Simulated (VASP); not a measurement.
# LiH (P6_3/mmc) in VASP: notebook, part 3 of 3

VASP 6.6.1.

## 7. Single point, HSE06 (epitaxial xy strain +2.9%)

File POSCAR:

```
LiH
1.0
    3.3475858822      0.0000000000      0.0000000000
   -1.6737929411      2.8990944154      0.0000000000
    0.0000000000      0.0000000000      4.0216139349
Li H
2 2
Direct
    0.3333333333      0.6666666667      0.2500000000
    0.6666666667      0.3333333333      0.7500000000
    0.6666666667      0.3333333333      0.2500000000
    0.3333333333      0.6666666667      0.7500000000
```

File INCAR.step1:

```
SYSTEM = LiH
PREC = Accurate
ENCUT = 520
EDIFF = 1E-5
ISMEAR = 0
SIGMA = 0.01
LREAL = .False.
LASPH = .True.
NELM = 80
ALGO = Normal
ISIF = 2
LWAVE = .True.
LCHARG = .False.
GGA = PE
NBANDS = 12
```

File INCAR.step2:

```
SYSTEM = LiH
PREC = Accurate
ENCUT = 520
EDIFF = 1E-6
ISMEAR = 0
SIGMA = 0.01
LREAL = .False.
LASPH = .True.
NELM = 80
ALGO = Normal
ISIF = 2
LWAVE = .False.
LCHARG = .False.
GGA = PE
LHFCALC = .True.
HFSCREEN = 0.2079
PRECFOCK = Normal
ISTART = 1
NBANDS = 12
```

File KPOINTS:

```
regular mesh
0
Gamma
  6 6 4
  0 0 0
```

Potentials or basis: VASP PAW PBE potentials, release 64 (Li_sv, H).

On the command line:

```
cat potpaw_PBE.64/Li_sv/POTCAR potpaw_PBE.64/H/POTCAR > POTCAR
cp INCAR.step1 INCAR
mpirun -np 1 vasp_std > vasp.out
cp INCAR.step2 INCAR
mpirun -np 1 vasp_std > vasp.out
```

OUTCAR:

```text
SYSTEM = LiH
   PREC = Accurate
   ENCUT = 520
   EDIFF = 1E-6
   ISMEAR = 0
   LREAL = .False.
   LASPH = .True.
   NELM = 80
   ISIF = 2
   GGA = PE
   LHFCALC = .True.
   HFSCREEN = 0.2079
   PRECFOCK = Normal
   ISTART = 1

 ion  position               nearest neighbor table
   1  0.333  0.667  0.250-
   2  0.667  0.333  0.750-
   3  0.667  0.333  0.250-
   4  0.333  0.667  0.750-

  LATTYP: Found a hexagonal cell.
 ALAT       =     3.3475858822
 C/A-ratio  =     1.2013475013

  Lattice vectors:

 A1 = (   3.3475858822,   0.0000000000,   0.0000000000)
 A2 = (  -1.6737929411,   2.8990944154,   0.0000000000)
 A3 = (   0.0000000000,   0.0000000000,   4.0216139349)

Analysis of symmetry for initial positions (statically):
=====================================================================
 Subroutine PRICEL returns:
 Original cell was already a primitive cell.

 Routine SETGRP: Setting up the symmetry group for a
 hexagonal supercell.

 Subroutine GETGRP returns: Found 24 space group operations
 (whereof 12 operations were pure point group operations)
 out of a pool of 24 trial point group operations.

The static configuration has the point symmetry D_3d.
 The point group associated with its full space group is D_6h.

Analysis of symmetry for dynamics (positions and initial velocities):
=====================================================================
 Subroutine PRICEL returns:
 Original cell was already a primitive cell.

 Routine SETGRP: Setting up the symmetry group for a
 hexagonal supercell.

 Subroutine GETGRP returns: Found 24 space group operations
 (whereof 12 operations were pure point group operations)
 out of a pool of 24 trial point group operations.

The dynamic configuration has the point symmetry D_3d.
 The point group associated with its full space group is D_6h.

[... 133 lines left out ...]
   ENCUTFOCK=  -1.0 apply spherical cutoff to Coloumb kernel
   IVDW    =     0    specifies the selected vdW correction
   LEPSILON=     F    determine dielectric tensor
   LRPA    =     F    only Hartree local field effects (RPA)
 non-spin polarized calculation
 Gauss-broadening in eV      SIGMA  =   0.01
  energy-cutoff  :      520.00
  volume of cell :       39.03
 maximum number of plane-waves:      1064
 NGX is ok and might be reduce to    28
  NGX = 20; NGY = 20; NGZ = 24

 number of electron       7.9999995 magnetization

 Free energy of the ion-electron system (eV)
  ---------------------------------------------------
  ext. energy  EPLUGINS =         0.00000000
  ---------------------------------------------------
  free energy    TOTEN  =       -13.45459752 eV

  energy without entropy =      -13.45459752  energy(sigma->0) =      -13.45459752

 E-fermi :  -0.7225     XC(G=0):  -6.5132

 val. band max:       -0.8314341652   @ k =   0.0000   0.0000   0.0000
 cond. band min:       1.6909361067   @ k =   0.3333   0.3333   0.0000
 fundamental gap:      2.5223702719
 Fermi energy:        -0.7225491868

 k-point     1 :       0.0000    0.0000    0.0000
  band No.  band energies     occupation
      1     -48.6960      2.00000
      2     -48.6401      2.00000
      3      -6.6537      2.00000
      4      -0.8314      2.00000
      5       3.4099      0.00000
      6      10.3698      0.00000
      7      10.3698      0.00000
      8      11.1863      0.00000
      9      13.0156      0.00000
     10      13.0156      0.00000
     11      15.0001      0.00000
     12      17.6197      0.00000
[... 286 lines left out ...]
 k-point    21 :       0.3333    0.3333    0.5000
  band No.  band energies     occupation
      1     -48.6595      2.00000
      2     -48.6595      2.00000
      3      -3.3122      2.00000
      4      -3.3122      2.00000
      5       4.0928      0.00000
      6       4.0928      0.00000
      7       6.9456      0.00000
      8       6.9456      0.00000
      9      15.4955      0.00000
     10      15.4955      0.00000
     11      17.6601      0.00000
     12      17.6601      0.00000

------------------------ aborting loop because EDIFF is reached ----------------------------------------

  FORCE on cell =-STRESS in cart. coord.  units (eV):
  Direction    XX          YY          ZZ          XY          YZ          ZX
  --------------------------------------------------------------------------------------
  -------------------------------------------------------------------------------------
  Total       -0.5240317     -0.5240317     -0.1152457      0.0000000     -0.0000000      0.0000000
  in kB      -21.5116463    -21.5116463     -4.7308671      0.0000000     -0.0000000      0.0000000
  external PRESSURE =     -15.9180532 kB  Pullay stress =       0.0000000 kB

 VOLUME and BASIS-vectors are now :
 -----------------------------------------------------------------------------
  energy-cutoff  :      520.00
  volume of cell :       39.03
      direct lattice vectors                 reciprocal lattice vectors
     3.347585882  0.000000000  0.000000000     0.298722732  0.172467650  0.000000000
    -1.673792941  2.899094415  0.000000000     0.000000000  0.344935299  0.000000000
     0.000000000  0.000000000  4.021613935     0.000000000  0.000000000  0.248656389

 POSITION                                       TOTAL-FORCE (eV/Angst)
 -----------------------------------------------------------------------------------
     -0.00000      1.93273      1.00540         0.000000      0.000000     -0.000000
      1.67379      0.96636      3.01621        -0.000000     -0.000000      0.000000
      1.67379      0.96636      1.00540         0.000000      0.000000      0.000000
     -0.00000      1.93273      3.01621         0.000000     -0.000000      0.000000
 -----------------------------------------------------------------------------------
    total drift:                                0.000000     -0.000000     -0.000000

  FREE ENERGIE OF THE ION-ELECTRON SYSTEM (eV)
  ---------------------------------------------------
  free  energy   TOTEN  =       -13.4545975181 eV

  energy  without entropy=      -13.4545975181  energy(sigma->0) =      -13.45459752
```

OUTCAR.step1:

```text
SYSTEM = LiH
   PREC = Accurate
   ENCUT = 520
   EDIFF = 1E-5
   ISMEAR = 0
   LREAL = .False.
   LASPH = .True.
   NELM = 80
[... 540 lines left out ...]
      1.67379      0.96636      3.01621        -0.000000     -0.000000      0.000000
      1.67379      0.96636      1.00540        -0.000000     -0.000000      0.000000
     -0.00000      1.93273      3.01621         0.000000      0.000000      0.000000
 -----------------------------------------------------------------------------------
    total drift:                                0.000000     -0.000000      0.000000

  FREE ENERGIE OF THE ION-ELECTRON SYSTEM (eV)
  ---------------------------------------------------
  free  energy   TOTEN  =       -12.1480451287 eV

  energy  without entropy=      -12.1480451287  energy(sigma->0) =      -12.14804513
```

OSZICAR.step1:

```text
N       E                     dE             d eps       ncg     rms          rms(c)
DAV:   1     0.197680309330E+02    0.19768E+02   -0.36357E+03   512   0.639E+02
DAV:   2    -0.836991400611E+01   -0.28138E+02   -0.27559E+02   600   0.142E+02
DAV:   3    -0.127867086334E+02   -0.44168E+01   -0.43830E+01   936   0.362E+01
DAV:   4    -0.128291467823E+02   -0.42438E-01   -0.42429E-01   636   0.506E+00
DAV:   5    -0.128293979977E+02   -0.25122E-03   -0.25121E-03   704   0.382E-01    0.451E+00
DAV:   6    -0.122950094882E+02    0.53439E+00   -0.33775E-01   576   0.207E+00    0.222E+00
DAV:   7    -0.121366480837E+02    0.15836E+00   -0.44237E-01   604   0.262E+00    0.420E-01
DAV:   8    -0.121485709813E+02   -0.11923E-01   -0.32015E-02   628   0.101E+00    0.146E-01
DAV:   9    -0.121480376558E+02    0.53333E-03   -0.10578E-03   656   0.149E-01    0.305E-02
DAV:  10    -0.121480603415E+02   -0.22686E-04   -0.13426E-04   592   0.725E-02    0.216E-02
DAV:  11    -0.121480474371E+02    0.12904E-04   -0.13946E-05   528   0.212E-02    0.397E-03
DAV:  12    -0.121480451287E+02    0.23083E-05   -0.19773E-06   292   0.737E-03
   1 F= -.12148045E+02 E0= -.12148045E+02  d E =-.158379E-44
```

It took 13 min on 1 thread of AMD EPYC 7R43 (Zen 3), shared host; peak memory 0.24 GiB.

What came out:

```
Free energy            : -13.4546 eV
Band gap on the k mesh : 2.52 eV (least direct gap 4.24 eV)
```

Caveat: the cell differs from its parent crystal (epitaxial xy strain +2.9%); the cutoff is under 1.25 times the usual one of these potentials, so pressure, stress and relaxed cells hold a basis-set (Pulay) error; the PAW data sets were made with another functional, which shifts forces and pressure a little.

## 8. Overview

| level | cell | k mesh | smearing | grid for exact exchange (PRECFOCK) | share of exact exchange | screening parameter | gap on the mesh (eV) |
| --- | --- | --- | --- | --- | --- | --- | --- |
| PBE | a = 3.139, b = 3.139, c = 4.069 Å, angles 90.0, 90.0, 120.0°, 4 atoms | 12 × 12 × 6 | fermi-dirac 0.02 eV | - | - | - | 1.96 |
| PBE | a = 3.348, b = 3.348, c = 4.022 Å, angles 90.0, 90.0, 120.0°, 4 atoms | 12 × 12 × 6 | fermi-dirac 0.02 eV | - | - | - | 1.64 |
| r2SCAN | a = 3.139, b = 3.139, c = 4.069 Å, angles 90.0, 90.0, 120.0°, 4 atoms | 12 × 12 × 6 | gaussian 0.01 eV | - | - | - | 2.45 |
| r2SCAN | a = 3.348, b = 3.348, c = 4.022 Å, angles 90.0, 90.0, 120.0°, 4 atoms | 12 × 12 × 6 | gaussian 0.01 eV | - | - | - | 2.10 |
| HSE06 | a = 3.139, b = 3.139, c = 4.069 Å, angles 90.0, 90.0, 120.0°, 4 atoms | 6 × 6 × 4 | gaussian 0.01 eV | Normal | 0.25 | 0.2079 1/Å | 2.89 |
| HSE06 | a = 3.348, b = 3.348, c = 4.022 Å, angles 90.0, 90.0, 120.0°, 4 atoms | 6 × 6 × 4 | gaussian 0.01 eV | Normal | 0.25 | 0.2079 1/Å | 2.52 |

Alike in all rows: task single point; potentials or basis VASP PAW PBE potentials, release 64 (Li_sv, H); no spin polarisation; cutoff (eV) 520.

Caveats: the cutoff is under 1.25 times the usual one of these potentials, so pressure, stress and relaxed cells hold a basis-set (Pulay) error; the PAW data sets were made with another functional, which shifts forces and pressure a little (at least some runs).

Absolute energies hang on the potentials; compare differences alone.
